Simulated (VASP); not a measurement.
# TiAl3 (P4mm) in VASP: further runs

TiAl3 is run at these levels: PBEsol; tasks: single point.

Everything below comes from runs of VASP 6.6.1. Logs are shortened: lines on timing, memory, paths and dates and some standing lists are left out, and cuts for length are marked.

## (1) The cell of the first run

Symmetry: P4mm, No. 99, tetragonal system. The conventional cell has a = 3.948 Å, b = 3.948 Å, c = 12.345 Å, α = 90.00°, β = 90.00°, γ = 90.00°. Within 3.7 Å of Ti (site symmetry 4mm) lie 12 Al at 2.79 Å. Within 3.7 Å of Ti (site symmetry 4mm) lie 12 Al at 2.79 Å. Within 3.7 Å of Ti (site symmetry 4mm) lie 12 Al at 2.79 to 3.17 Å. Within 3.7 Å of Al (site symmetry 2mm) lie 4 Ti at 2.79 to 3.17 Å and 8 Al at 2.79 to 3.17 Å. Within 3.7 Å of Al (site symmetry 2mm) lie 4 Ti at 2.79 Å and 8 Al at 2.79 Å. Within 3.7 Å of Al (site symmetry 2mm) lie 4 Ti at 2.79 Å and 8 Al at 2.79 Å. Within 3.7 Å of Al (site symmetry 4mm) lie 8 Al at 2.79 to 3.17 Å and 4 Ti at 2.79 Å. Al (site symmetry 4mm) has 8 Al at 2.79 Å and 4 Ti at 2.79 Å within 3.7 Å.

## (2) Single point, PBEsol

File INCAR:

```
PREC = Accurate
ENCUT = 500
EDIFF = 1E-6
ISMEAR = 0
SIGMA = 0.15
LREAL = False
LASPH = True
NELM = 120
ALGO = Normal
ISIF = 2
LWAVE = False
LCHARG = False
GGA = PS
NBANDS = 44
GGA_COMPAT = False
KPAR = 4
```

File KPOINTS:

```
regular mesh
0
Gamma
  18 18 6
```

File POSCAR:

```
TiAl3
1.0
    0.0000000000     -3.9483448101      0.0000000000
    0.0000000000      0.0000000000     -3.9483448101
   12.3450344303      0.0000000000      0.0000000000
Ti Al
3 9
Direct
    0.0000000000      1.0000000000      0.2398584797
    0.0000000000      1.0000000000      0.5596911081
    0.0000000000      1.0000000000      0.8795237366
    0.5000000000      0.0000000000      0.0799421655
    0.5000000000      0.0000000000      0.3997747939
    0.5000000000      0.0000000000      0.7196074224
    0.0000000000      0.5000000000      0.0799421655
    0.0000000000      0.5000000000      0.3997747939
    0.0000000000      0.5000000000      0.7196074224
    0.5000000000      0.5000000000      0.8795237366
    0.5000000000      0.5000000000      0.2398584797
    0.5000000000      0.5000000000      0.5596911081
```

Potentials or basis: VASP PAW PBE potentials, release 64 (Ti_sv, Al).

Started as:

```sh
> cat potpaw_PBE.64/Ti_sv/POTCAR potpaw_PBE.64/Al/POTCAR > POTCAR
> mpirun -np 4 vasp_std > vasp.out
```

OUTCAR:

```text
PREC = Accurate
   ENCUT = 500
   EDIFF = 1E-6
   ISMEAR = 0
   LREAL = False
   LASPH = True
   NELM = 120
   ISIF = 2
   GGA = PS

 ion  position               nearest neighbor table
   1  0.000  0.000  0.240-   4 2.79   7 2.79   7 2.79   4 2.79   5 2.79   8 2.79   8 2.79   5 2.79
                            11 2.79  11 2.79  11 2.79  11 2.79
   2  0.000  0.000  0.560-   5 2.79   8 2.79   8 2.79   5 2.79  12 2.79  12 2.79  12 2.79  12 2.79
                             9 2.79   6 2.79   9 2.79   6 2.79
   3  0.000  0.000  0.880-   6 2.79   9 2.79   9 2.79   6 2.79  10 2.79  10 2.79  10 2.79  10 2.79

   4  0.500  0.000  0.080-   1 2.79  11 2.79  11 2.79   1 2.79   7 2.79   7 2.79   7 2.79   7 2.79
                            10 3.17  10 3.17
   5  0.500  0.000  0.400-   2 2.79  12 2.79  12 2.79   2 2.79  11 2.79  11 2.79   1 2.79   1 2.79
                             8 2.79   8 2.79   8 2.79   8 2.79
   6  0.500  0.000  0.720-   3 2.79  10 2.79  10 2.79   3 2.79   9 2.79   9 2.79   9 2.79   9 2.79
                             2 2.79   2 2.79  12 2.79  12 2.79
   7  0.000  0.500  0.080-   1 2.79  11 2.79   1 2.79  11 2.79   4 2.79   4 2.79   4 2.79   4 2.79
                            10 3.17  10 3.17
   8  0.000  0.500  0.400-   2 2.79  12 2.79   2 2.79  12 2.79   1 2.79  11 2.79  11 2.79   1 2.79
                             5 2.79   5 2.79   5 2.79   5 2.79
   9  0.000  0.500  0.720-   3 2.79  10 2.79   3 2.79  10 2.79   6 2.79   6 2.79   6 2.79   6 2.79
                             2 2.79   2 2.79  12 2.79  12 2.79
  10  0.500  0.500  0.880-   6 2.79   9 2.79   6 2.79   9 2.79   3 2.79   3 2.79   3 2.79   3 2.79
                             7 3.17   7 3.17   4 3.17   4 3.17
  11  0.500  0.500  0.240-   4 2.79   7 2.79   4 2.79   7 2.79   5 2.79   5 2.79   8 2.79   8 2.79
                             1 2.79   1 2.79   1 2.79   1 2.79
  12  0.500  0.500  0.560-   5 2.79   8 2.79   5 2.79   8 2.79   2 2.79   2 2.79   2 2.79   2 2.79
                             6 2.79   9 2.79   9 2.79   6 2.79

  LATTYP: Found a simple tetragonal cell.
 ALAT       =     3.9483448101
 C/A-ratio  =     3.1266353432

  Lattice vectors:

 A1 = (   0.0000000000,  -3.9483448101,   0.0000000000)
 A2 = (   0.0000000000,   0.0000000000,  -3.9483448101)
 A3 = (  12.3450344303,   0.0000000000,   0.0000000000)

Analysis of symmetry for initial positions (statically):
=====================================================================
 Subroutine PRICEL returns:
 Original cell was already a primitive cell.

 Routine SETGRP: Setting up the symmetry group for a
 simple tetragonal supercell.

 Subroutine GETGRP returns: Found  8 space group operations
 (whereof  8 operations were pure point group operations)
 out of a pool of 16 trial point group operations.

The static configuration has the point symmetry C_4v.

Analysis of symmetry for dynamics (positions and initial velocities):
=====================================================================
 Subroutine PRICEL returns:
 Original cell was already a primitive cell.

 Routine SETGRP: Setting up the symmetry group for a
 simple tetragonal supercell.

 Subroutine GETGRP returns: Found  8 space group operations
 (whereof  8 operations were pure point group operations)
 out of a pool of 16 trial point group operations.

The dynamic configuration has the point symmetry C_4v.

 Subroutine INISYM returns: Found  8 space group operations
 (whereof  8 operations are pure point group operations),
 and found     1 'primitive' translations

----------------------------------------------------------------------------------------

                                     Primitive cell

  volume of cell :     192.4520

  direct lattice vectors                    reciprocal lattice vectors
     0.000000000 -3.948344810  0.000000000     0.000000000 -0.253270686  0.000000000
     0.000000000  0.000000000 -3.948344810     0.000000000  0.000000000 -0.253270686
    12.345034430  0.000000000  0.000000000     0.081004229  0.000000000  0.000000000

  length of vectors
     3.948344810  3.948344810 12.345034430     0.253270686  0.253270686  0.081004229

  position of ions in fractional coordinates (direct lattice)
     0.000000000  0.000000000  0.239858480
     0.000000000  0.000000000  0.559691108
     0.000000000  0.000000000  0.879523737
     0.500000000  0.000000000  0.079942166
     0.500000000  0.000000000  0.399774794
     0.500000000  0.000000000  0.719607422
     0.000000000  0.500000000  0.079942166
     0.000000000  0.500000000  0.399774794
     0.000000000  0.500000000  0.719607422
     0.500000000  0.500000000  0.879523737
     0.500000000  0.500000000  0.239858480
     0.500000000  0.500000000  0.559691108

  ion indices of the primitive-cell ions
   primitive index   ion index
                 1           1
                 2           2
                 3           3
                 4           4
                 5           5
                 6           6
                 7           7
                 8           8
                 9           9
                10          10
                11          11
                12          12

----------------------------------------------------------------------------------------

 KPOINTS: regular mesh

Automatic generation of k-mesh.
 Grid dimensions read from file:
 generate k-points for:   18   18    6

 Generating k-lattice:

  Cartesian coordinates                     Fractional coordinates (reciprocal lattice)
     0.000000000 -0.014070594  0.000000000     0.055555556  0.000000000  0.000000000
     0.000000000  0.000000000 -0.014070594     0.000000000  0.055555556  0.000000000
     0.013500705  0.000000000  0.000000000     0.000000000  0.000000000  0.166666667

  Length of vectors
     0.014070594  0.014070594  0.013500705

  Shift w.r.t. Gamma in fractional coordinates (k-lattice)
     0.000000000  0.000000000  0.000000000

 Subroutine IBZKPT returns following result:
 ===========================================

 Found    220 irreducible k-points:

 Following reciprocal coordinates:
            Coordinates               Weight
  0.000000  0.000000  0.000000      1.000000
  0.055556  0.000000  0.000000      4.000000
  0.111111  0.000000  0.000000      4.000000
  0.166667  0.000000  0.000000      4.000000
  0.222222  0.000000  0.000000      4.000000
  0.277778  0.000000  0.000000      4.000000
[... 16 lines left out ...]
  0.277778  0.111111  0.000000      8.000000
  0.333333  0.111111  0.000000      8.000000
 [... further k-points ...]
   k-points           NKPTS =    220   k-points in BZ     NKDIM =    220   number of bands    NBANDS=     44
   number of dos      NEDOS =    301   number of ions     NIONS =     12
   total plane-waves  NPLWV =  81000
   dimension x,y,z NGX =    30 NGY =   30 NGZ =   90
   dimension x,y,z NGXF=    60 NGYF=   60 NGZF=  180
   ions per type =               3   9
   NGX,Y,Z   is equivalent  to a cutoff of  12.63, 12.63, 12.12 a.u.
   NGXF,Y,Z  is equivalent  to a cutoff of  25.26, 25.26, 24.24 a.u.
 SYSTEM =  unknown system
   PREC   = accura    normal or accurate (medium, high low for compatibility)
   ISTART =      0    job   : 0-new  1-cont  2-samecut
   ICHARG =      2    charge: 1-file 2-atom 10-const
   ISPIN  =      1    spin polarized calculation?
   LNONCOLLINEAR =      F non collinear calculations
   LSORBIT =      F    spin-orbit coupling
   LASPH  =      T    aspherical Exc in radial PAW
   ENCUT  =  500.0 eV  36.75 Ry    6.06 a.u.   7.20  7.20 22.51*2*pi/ulx,y,z
   NELM   =    120;   NELMIN=  2; NELMDL= -5     # of ELM steps
   EDIFF  = 0.1E-05   stopping-criterion for ELM
   LREAL  =      F    real-space projection
   EDIFFG = 0.1E-04   stopping-criterion for IOM
   NSW    =      0    number of steps for IOM
   IBRION =     -1    ionic relax: 0-MD 1-quasi-New 2-CG
   NFREE  =      0    steps in history (QN), initial steepest desc. (CG)
   ISIF   =      2    stress and relaxation
   ISYM   =      2    0-nonsym 1-usesym 2-fastsym
   POTIM  = 0.5000    time-step for ionic-motion
   TEBEG  =    0.0;   TEEND  =   0.0 temperature during run
   PSTRESS=    0.0 pullay stress
   NELECT =      63.0000    total number of electrons
   NUPDOWN=      -1.0000    fix difference up-down
   EMIN   =  10.00;   EMAX   =-10.00  energy-range for DOS
   EFERMI =   0.00;   METHOD = LEGACY
   ISMEAR =     0;   SIGMA  =   0.15  broadening in eV -4-tet -1-fermi 0-gaus
   EFERMI_NEDOS =   21; number of points for ismear=-14 and -15
   IALGO  =     38    algorithm
   IMIX   =      4    mixing-type and parameters
     AMIX     =   0.40;   BMIX     =  1.00
     AMIX_MAG =   1.60;   BMIX_MAG =  1.00
  volume/ion in A,a.u.               =      16.04       108.23
  Fermi-wavevector in a.u.,A,eV,Ry     =   1.128273  2.132127 17.320216  1.273000
  Thomas-Fermi vector in A             =   2.264962
   LORBIT       =      0    0 simple, 1 ext, 2 COOP (PROOUT), +10 PAW based schemes
   GGA     = PS    functional components
   LHFCALC =     F    Hartree Fock is set to
   AEXX    =    0.0000 exact exchange contribution
   IVDW    =     0    specifies the selected vdW correction
   LEPSILON=     F    determine dielectric tensor
   LRPA    =     F    only Hartree local field effects (RPA)
 non-spin polarized calculation
 Gauss-broadening in eV      SIGMA  =   0.15
  energy-cutoff  :      500.00
  volume of cell :      192.45
 maximum number of plane-waves:      4936
 NGX is ok and might be reduce to    30
   NGX = 15   NGY = 15   NGZ = 45

 number of electron      62.9999989 magnetization

 Free energy of the ion-electron system (eV)
  ---------------------------------------------------
  ext. energy  EPLUGINS =         0.00000000
  ---------------------------------------------------
  free energy    TOTEN  =       -65.74509156 eV

  energy without entropy =      -65.66413954  energy(sigma->0) =      -65.70461555

 E-fermi :   8.6094     XC(G=0): -10.7592

 val. band max:        8.6094386840   @ k =   0.3333   0.0556   0.1667
 cond. band min:       8.6112239419   @ k =   0.2778   0.2222   0.3333
 fundamental gap:      0.0017852579
 Fermi energy:         8.6094495624

 k-point     1 :       0.0000    0.0000    0.0000
  band No.  band energies     occupation
      1     -48.2415      2.00000
      2     -48.1064      2.00000
      3     -48.0835      2.00000
      4     -24.6771      2.00000
      5     -24.6021      2.00000
      6     -24.6021      2.00000
[... 35 lines left out ...]
     42      10.4622      0.00000
     43      10.7386      0.00000

 k-point     2 :       0.0556    0.0000    0.0000
  band No.  band energies     occupation
      1     -48.2415      2.00000
      2     -48.1063      2.00000
      3     -48.0834      2.00000
      4     -24.6771      2.00000
      5     -24.6027      2.00000
      6     -24.6021      2.00000
[... 35 lines left out ...]
     42      10.5417      0.00000
     43      10.7859      0.00000

 k-point     3 :       0.1111    0.0000    0.0000
  band No.  band energies     occupation
      1     -48.2414      2.00000
      2     -48.1063      2.00000
      3     -48.0834      2.00000
      4     -24.6769      2.00000
      5     -24.6043      2.00000
      6     -24.6020      2.00000
[... 919 lines left out ...]
      6     -24.6034      2.00000
[... 35 lines left out ...]
     42      10.7528      0.00000
     43      11.1842      0.00000

 k-point    24 :       0.3333    0.1111    0.0000
  band No.  band energies     occupation
      1     -48.2408      2.00000
      2     -48.1056      2.00000
      3     -48.0827      2.00000
      4     -24.6756      2.00000
      5     -24.6159      2.00000
      6     -24.6032      2.00000
[... 35 lines left out ...]
     42      10.8232      0.00000
     43      10.9228      0.00000

 [... further k-points ...]

 [bands above 43 left out]

------------------------ aborting loop because EDIFF is reached ----------------------------------------

  FORCE on cell =-STRESS in cart. coord.  units (eV):
  Direction    XX          YY          ZZ          XY          YZ          ZX
  --------------------------------------------------------------------------------------
  -------------------------------------------------------------------------------------
  Total       -5.7737906     -1.7570451     -1.7570451      0.0000000      0.0000000      0.0000000
  in kB      -48.0672375    -14.6275318    -14.6275318      0.0000000      0.0000000      0.0000000
  external PRESSURE =     -25.7741004 kB  Pullay stress =       0.0000000 kB

 VOLUME and BASIS-vectors are now :
 -----------------------------------------------------------------------------
  energy-cutoff  :      500.00
  volume of cell :      192.45
      direct lattice vectors                 reciprocal lattice vectors
     0.000000000 -3.948344810  0.000000000     0.000000000 -0.253270686  0.000000000
     0.000000000  0.000000000 -3.948344810     0.000000000  0.000000000 -0.253270686
    12.345034430  0.000000000  0.000000000     0.081004229  0.000000000  0.000000000

 POSITION                                       TOTAL-FORCE (eV/Angst)
 -----------------------------------------------------------------------------------
      2.96106      0.00000      0.00000         0.227844     -0.000000     -0.000000
      6.90941      0.00000      0.00000         0.011127     -0.000000      0.000000
     10.85775      0.00000      0.00000         0.799217     -0.000000     -0.000000
      0.98689     -1.97417      0.00000        -1.022557     -0.000000      0.000000
      4.93523     -1.97417      0.00000        -0.019201     -0.000000      0.000000
      8.88358     -1.97417      0.00000         0.143724     -0.000000      0.000000
      0.98689      0.00000     -1.97417        -1.022557     -0.000000      0.000000
      4.93523      0.00000     -1.97417        -0.019201      0.000000      0.000000
      8.88358      0.00000     -1.97417         0.143724     -0.000000      0.000000
     10.85775     -1.97417     -1.97417         0.965316     -0.000000      0.000000
      2.96106     -1.97417     -1.97417        -0.208428     -0.000000     -0.000000
      6.90941     -1.97417     -1.97417         0.000992     -0.000000     -0.000000
 -----------------------------------------------------------------------------------
    total drift:                                0.000339     -0.000000      0.000000

  FREE ENERGIE OF THE ION-ELECTRON SYSTEM (eV)
  ---------------------------------------------------
  free  energy   TOTEN  =       -65.7450915618 eV

  energy  without entropy=      -65.6641395421  energy(sigma->0) =      -65.70461555
```

It took 5.9 min on 4 MPI ranks of Intel Xeon 6975P-C (Granite Rapids), shared host; peak memory 1.2 GiB.

Results:

* Free energy: -65.7451 eV
* Pressure: -2.6 GPa
* Largest force: 1.023 eV/Å
* Band gap on the k mesh: zero (an odd number of electrons rules out a gap without spin polarisation)

Forces in eV/Å, atoms in the order of the input:
```
Ti   0.228  0.000  0.000
Ti   0.011  0.000  0.000
Ti   0.799  0.000  0.000
Al  -1.023  0.000  0.000
Al  -0.019  0.000  0.000
Al   0.144  0.000  0.000
Al  -1.023  0.000  0.000
Al  -0.019  0.000  0.000
Al   0.144  0.000  0.000
Al   0.965  0.000  0.000
Al  -0.208  0.000  0.000
Al   0.001  0.000  0.000
```

Levels at points of the mesh, in eV from the Fermi level:
| k point | band 28 | band 29 | band 30 | band 31 | band 32 | band 33 | band 34 | band 35 |
| --- | --- | --- | --- | --- | --- | --- | --- | --- |
| (0.00, 0.00, 0.00) | -1.68 | -0.57 | -0.21 | 0.19 | 0.19 | 0.20 | 0.34 | 0.43 |
| (0.50, 0.00, 0.00) | -1.06 | -0.73 | 0.03 | 0.37 | 0.40 | 0.59 | 0.72 | 0.74 |
| (0.50, 0.50, 0.00) | -2.88 | -2.61 | -2.61 | -1.26 | -1.26 | 0.40 | 0.75 | 0.80 |
| (0.00, 0.00, 0.50) | -1.68 | -1.22 | 0.21 | 0.24 | 0.24 | 0.31 | 0.35 | 0.35 |
| (0.50, 0.00, 0.50) | -1.13 | -0.47 | -0.10 | -0.08 | 0.46 | 0.64 | 0.79 | 0.82 |
| (0.50, 0.50, 0.50) | -1.83 | -1.83 | -1.72 | -1.72 | -1.59 | -1.23 | 0.15 | 0.89 |

Caveat: the PAW data sets were made with another functional, which shifts forces and pressure a little.

## (3) Single point, PBEsol (the distance across one plane changed)

File INCAR:

```
SYSTEM = TiAl3
PREC = Accurate ; ENCUT = 500
EDIFF = 1E-6 ; ISMEAR = 0
SIGMA = 0.15 ; LREAL = .FALSE.
LASPH = .TRUE. ; NELM = 120
ALGO = Normal ; ISIF = 2
LWAVE = .FALSE. ; LCHARG = .FALSE.
GGA = PS ; NBANDS = 44
GGA_COMPAT = .FALSE.
```

File KPOINTS:

```
regular mesh
0
G
  12 12 4
  0 0 0
```

File POSCAR:

```
TiAl3
1.0
    0.0000000000     -3.9483448101      0.0000000000
    0.0000000000      0.0000000000     -3.9483448101
   14.8450344303      0.0000000000      0.0000000000
Ti Al
3 9
Direct
    0.0000000000      1.0000000000      0.1994647573
    0.0000000000      1.0000000000      0.4654354985
    0.0000000000      1.0000000000      0.7314062397
    0.5000000000      0.0000000000      0.0664793868
    0.5000000000      0.0000000000      0.3324501279
    0.5000000000      0.0000000000      0.5984208691
    0.0000000000      0.5000000000      0.0664793868
    0.0000000000      0.5000000000      0.3324501279
    0.0000000000      0.5000000000      0.5984208691
    0.5000000000      0.5000000000      0.7314062397
    0.5000000000      0.5000000000      0.1994647573
    0.5000000000      0.5000000000      0.4654354985
```

Potentials or basis: VASP PAW PBE potentials, release 64 (Ti_sv, Al).

Started as:

```sh
> cat potpaw_PBE.64/Ti_sv/POTCAR potpaw_PBE.64/Al/POTCAR > POTCAR
> mpirun -np 1 vasp_std > vasp.out
```

Wall time 11 min (1 thread of Intel Xeon 6975P-C (Granite Rapids), shared host); peak memory 0.7 GiB.

It converged, with:

- Free energy: -63.2197 eV
- Pressure: -1.9 GPa
- Largest force: 1.066 eV/Å
- Band gap on the k mesh: zero (an odd number of electrons rules out a gap without spin polarisation)

Forces on the atoms (eV/Å):
```
Ti   0.297  0.000  0.000
Ti  -0.033  0.000  0.000
Ti  -1.066  0.000  0.000
Al  -0.244  0.000  0.000
Al  -0.015  0.000  0.000
Al   0.379  0.000  0.000
Al  -0.244  0.000  0.000
Al  -0.015  0.000  0.000
Al   0.379  0.000  0.000
Al   0.678  0.000  0.000
Al  -0.096  0.000  0.000
Al  -0.019  0.000  0.000
```

Stress tensor (GPa, compression positive):
```
-0.15  0.00  0.00
 0.00 -2.83  0.00
 0.00  0.00 -2.83
```

Levels at points of the mesh, in eV from the Fermi level:
| k point | band 28 | band 29 | band 30 | band 31 | band 32 | band 33 | band 34 | band 35 | band 36 | band 37 |
| --- | --- | --- | --- | --- | --- | --- | --- | --- | --- | --- |
| (0.00, 0.00, 0.00) | -1.31 | -0.85 | -0.62 | 0.22 | 0.29 | 0.29 | 0.35 | 0.54 | 0.54 | 0.63 |
| (0.50, 0.00, 0.00) | -1.05 | -0.91 | -0.48 | 0.30 | 0.38 | 0.66 | 0.75 | 0.93 | 1.00 | 1.00 |
| (0.50, 0.50, 0.00) | -2.07 | -1.86 | -1.86 | -0.12 | -0.10 | -0.10 | 0.20 | 0.20 | 0.68 | 0.91 |
| (0.00, 0.00, 0.50) | -1.31 | -1.22 | -0.24 | 0.22 | 0.29 | 0.29 | 0.35 | 0.45 | 0.54 | 0.54 |
| (0.50, 0.00, 0.50) | -1.02 | -0.91 | -0.48 | 0.30 | 0.46 | 0.54 | 0.75 | 0.82 | 1.00 | 1.01 |
| (0.50, 0.50, 0.50) | -2.01 | -1.84 | -1.84 | -0.24 | -0.16 | -0.16 | 0.25 | 0.25 | 0.63 | 0.92 |

Caveat: the cell differs from its parent crystal (the distance across one plane changed); the PAW data sets were made with another functional, which shifts forces and pressure a little.
